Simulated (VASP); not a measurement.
Set up this calculation in VASP 6.6.1, as the native input.

```
Task                   : single point
Functional             : PBE
Dispersion             : D3(BJ)
Potentials or basis    : VASP PAW PBE potentials, release 64 (Zr_sv)
Cutoff                 : 520 eV
k mesh                 : 10 × 10 × 1
Occupations            : fermi-dirac, width 0.05 eV
Spin                   : no spin polarisation
Dipole correction      : yes
Further INCAR settings : ALGO = Normal; EDIFF = 1e-07; NBANDS = 38
```

The structure of Zr lies in POSCAR:

```
Zr
1.0
    3.1890515832      0.0000000000      0.0000000000
   -1.5945257916      2.7617996850      0.0000000000
    0.0000000000      0.0000000000     25.4153988562
Zr
5
Direct
    0.6666666667      0.3333333333      0.2950966870
    0.3333333333      0.6666666667      0.3975483435
    0.0000000000      0.0000000000      0.5000000000
    0.6666666667      0.3333333333      0.6024516565
    0.3333333333      0.6666666667      0.7049033130
```

These files were run (other wordings do the same):

INCAR

```
SYSTEM = Zr
PREC = Accurate ; ENCUT = 520
EDIFF = 1E-7 ; ISMEAR = -1
SIGMA = 0.05 ; LREAL = .FALSE.
LASPH = .TRUE. ; NELM = 60
ALGO = Normal ; ISIF = 2
LWAVE = .FALSE. ; LCHARG = .FALSE.
LDIPOL = .TRUE. ; IDIPOL = 3
DIPOL = 0.5 0.5 0.500 ; GGA = PE
IVDW = 12 ; NBANDS = 38
```

KPOINTS

```
regular mesh
0
G
  10 10 1
  0 0 0
```

Potentials or basis: VASP PAW PBE potentials, release 64 (Zr_sv).

Run with:

```bash
$ cat potpaw_PBE.64/Zr_sv/POTCAR > POTCAR
$ mpirun -np 1 vasp_std > vasp.out
```

It gave:

The largest force is 0.493 eV/Å and the band gap on the k mesh is zero (band 30 reaches 3.48 eV, above the bottom of band 31 at 2.33 eV). The dispersion energy per atom is -0.429 eV.

Caveat: three body term missing.

It took 4.4 min on 1 thread of Intel(R) Xeon(R) Platinum 8259CL CPU @ 2.50GHz (Skylake/Cascade Lake), on a shared host, peak memory 0.35 GiB.
